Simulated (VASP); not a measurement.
The system is ZnSe.

```
Zn Se
1.0
     0.00000    2.83380    2.83380
     2.83380    0.00000    2.83380
     2.83380    2.83380    0.00000
Zn Se
1 1
Cartesian
  0.0000 0.0000 0.0000
  4.2507 4.2507 4.2507
```

```yaml
Program: VASP 6.6.1
Task: relaxation of cell and atoms
Functional: LDA
Potentials_or_basis: VASP PAW LDA potentials, release 64 (Zn, Se)
Cutoff: 600 eV
k_mesh: 10 × 10 × 10
Occupations: fermi-dirac, width 0.1 eV
Spin: no spin polarisation
```

At the start: pressure -3.1 GPa; volume 22.76 Å³/atom.

Task: Where does the relaxation end?

Result: Over 3 steps the energy falls by 11.0 meV/atom and the volume is 21.67 Å³/atom (-4.8 %); space group F-43m (No. 216, to 0.1 Å) before and after.

The path:
```csv
step,energy change (eV),largest force (eV/Å),pressure (GPa),volume (Å³)
1,0.0000,0.0000,-3.12,45.51
2,-0.0195,0.0000,1.17,42.66
3,-0.0220,0.0000,0.00,43.34
```

Final structure:
```cif
data_structure
_symmetry_space_group_name_H-M 'P 1'
_symmetry_Int_Tables_number 1
_cell_length_a 3.9429
_cell_length_b 3.9429
_cell_length_c 3.9429
_cell_angle_alpha 60.000
_cell_angle_beta 60.000
_cell_angle_gamma 60.000
_cell_volume 43.34
loop_
_atom_site_label
_atom_site_type_symbol
_atom_site_fract_x
_atom_site_fract_y
_atom_site_fract_z
_atom_site_occupancy
Zn1 Zn 0.00000 0.00000 0.00000 1
Se1 Se 0.75000 0.75000 0.75000 1
```
